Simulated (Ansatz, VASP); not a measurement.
Two plane-wave programs on Be2Cd

The input INCAR:

```
  ALGO = Fast
  EDIFF = 1E-6
  EDIFFG = -0.01
  ENCUT = 600
  GGA = PE
  IBRION = 2
  ISIF = 3
  ISMEAR = 0
  LASPH = T
  LCHARG = F
  LREAL = F
  LWAVE = F
  NELM = 60
  NSW = 100
  PREC = Accurate
  SIGMA = 0.1
```

KPOINTS

```
k-points
0
Gamma
  8 8 8
```

The input POSCAR:

```
Be2Cd
1.0
    4.8081207431      0.0000000000      0.0000000000
    0.0000000000      4.8081207431      0.0000000000
    0.0000000000      0.0000000000      4.4362636325
Be Cd
4 2
Direct
    0.3483863735      0.3483863735      0.0000000000
    0.1516136265      0.8483863735      0.5000000000
    0.6516136265      0.6516136265      0.0000000000
    0.8483863735      0.1516136265      0.5000000000
    0.0000000000      0.0000000000      0.0000000000
    0.5000000000      0.5000000000      0.5000000000
```

Input for Ansatz:

```yaml
crystal:
  lattice:
    - [4.8081207431, 0.0, 0.0]
    - [0.0, 4.8081207431, 0.0]
    - [0.0, 0.0, 4.4362636325]
  atoms:
    - { symbol: Be, position: [0.3483863735, 0.3483863735, 0.0] }
    - { symbol: Be, position: [0.1516136265, 0.8483863735, 0.5] }
    - { symbol: Be, position: [0.6516136265, 0.6516136265, 0.0] }
    - { symbol: Be, position: [0.8483863735, 0.1516136265, 0.5] }
    - { symbol: Cd, position: [0.0, 0.0, 0.0] }
    - { symbol: Cd, position: [0.5, 0.5, 0.5] }
basis:
  ecutwfc: 420
kpoints:
  mp_grid: { grid: [8, 8, 8] }
hamiltonian:
  xc: pbe
scf:
  occupations: { method: gaussian, width: 0.1 }
output:
  forces: true
  stress: true
  eigenvalues: true
  write_density: true
  write_potential: true
  elf: true
  volumetric_format: npy
relax:
  adjacent_minimum: "off"
  f_tol: 0.01
  max_steps: 80
  cell: { stress_tol: 0.05 }
```

Alike in both runs: task relaxation of cell and atoms; functional PBE; k mesh 8 × 8 × 8; occupations gaussian, width 0.1 eV; no spin polarisation.

```csv
,VASP,Ansatz
version,VASP 6.6.1,Ansatz 0.2.0
potentials or method,"VASP PAW PBE potentials, release 64 (Be, Cd), cutoff 600 eV","scalar-relativistic, plane waves, PAW"
valence electrons in the cell,32,48
```

Ansatz gave:

* gap on the k mesh at the Fermi level, each at its own relaxed structure (eV): none
* relaxed volume (Å³/atom): 17.03
* relaxed length of the cell vector where the two differ most in proportion (Å): 4.436

**Question.** Estimate VASP's values.

**Answer.** gap on the k mesh at the Fermi level, each at its own relaxed structure (eV): none; relaxed volume (Å³/atom): 17.08; relaxed length of the cell vector where the two differ most in proportion (Å): 4.442.

A gap of «none» marks a metal or a gap that the smearing closes. VASP's potentials hold 32 valence electrons a cell and Ansatz's 48, so a difference there can come from the potentials and not from the codes.
